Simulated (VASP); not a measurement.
A run of VASP 6.6.1 is set up as follows.

INCAR

```
SYSTEM = W5F
  PREC = Accurate
  ENCUT = 520
  EDIFF = 1E-6
  ISMEAR = 0
  SIGMA = 0.1
  LREAL = .FALSE.
  LASPH = .TRUE.
  NELM = 80
  ALGO = Normal
  ISIF = 2
  LWAVE = .FALSE.
  LCHARG = .TRUE.
  LDIPOL = .TRUE.
  IDIPOL = 3
  DIPOL = 0.5 0.5 0.490
  GGA = PS
  LELF = .TRUE.
  LVHAR = .TRUE.
  LVACPOTAV = .TRUE.
  NBANDS = 48
```

Contents of KPOINTS:

```
regular mesh
0
G
  9 9 1
  0 0 0
```

The input POSCAR:

```
W5F
1.0
    3.1543602768      0.0000000000      0.0000000000
    0.0000000000      3.1543602768      0.0000000000
    0.0000000000      0.0000000000     25.3087205537
W F
5 1
Direct
    0.5000000000      0.5000000000      0.3358526158
    0.0000000000      0.0000000000      0.3981702717
    0.5000000000      0.5000000000      0.4591284181
    0.0000000000      0.0000000000      0.5233039978
    0.5000000000      0.5000000000      0.5784891153
    0.5000000000      0.7500000000      0.6463685151
```

Potentials or basis: VASP PAW PBE potentials, release 64 (W_sv, F).

Command:

```bash
$ cat potpaw_PBE.64/W_sv/POTCAR potpaw_PBE.64/F/POTCAR > POTCAR
$ mpirun -np 1 vasp_std > vasp.out
```

Problem. Estimate the largest force.

Solution. 1.588 eV/Å.

Problem. Predict the band gap on the k mesh.

Solution. Zero (an odd number of electrons rules out a gap without spin polarisation).

Forces on the atoms (eV/Å):
```
W    0.000  0.002  1.588
W    0.000 -0.013 -1.495
W    0.000  0.027 -0.348
W    0.000 -0.362 -1.287
W    0.000  0.381  1.230
F    0.000 -0.036  0.311
```

Caveat: the PAW data sets were made with another functional, which shifts forces and pressure a little; spin-orbit coupling is left out, which moves the levels of the heavy elements; an odd number of electrons without spin polarisation forces a metal; a magnetic or distorted state may lie lower.
